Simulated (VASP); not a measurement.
Input of a VASP 6.6.1 run:

Contents of INCAR:

```
SYSTEM = BAs
PREC     = Accurate       ! precision mode
ENCUT    = 500            ! plane-wave cutoff, eV
EDIFF    = 1E-6           ! SCF threshold, eV
ISMEAR   = -1             ! smearing method
SIGMA    = 0.05           ! smearing width, eV
LREAL    = .False.        ! projectors in reciprocal space
LASPH    = .True.         ! aspherical terms in the spheres
NELM     = 120            ! most SCF steps
ALGO     = Normal         ! electronic algorithm
ISIF     = 2              ! what is computed and relaxed
LWAVE    = .False.        ! write WAVECAR
LCHARG   = .False.        ! write CHGCAR
GGA      = PS             ! functional
IVDW     = 13             ! dispersion correction
NBANDS   = 11             ! bands
GGA_COMPAT= .False.
```

The input KPOINTS:

```
regular mesh
0
Gamma
  10 10 10
  0 0 0
```

File POSCAR:

```
BAs
1.0
    0.0000000000      2.3692513155      2.3692513155
    2.3692513155      0.0000000000      2.3692513155
    2.3692513155      2.3692513155      0.0000000000
As B
1 1
Direct
    0.7500000000      0.7500000000      0.7500000000
    0.0000000000      0.0000000000      0.0000000000
```

Potentials or basis: VASP PAW PBE potentials, release 64 (As, B).

Launch:

```sh
$ cat potpaw_PBE.64/As/POTCAR potpaw_PBE.64/B/POTCAR > POTCAR
$ mpirun -np 1 vasp_std > vasp.out
```

Q: Estimate the pressure.

A: 1.0 GPa.

Q: Predict the dispersion energy per atom.

A: -0.217 eV.

Caveat: the PAW data sets were made with another functional, which shifts forces and pressure a little.
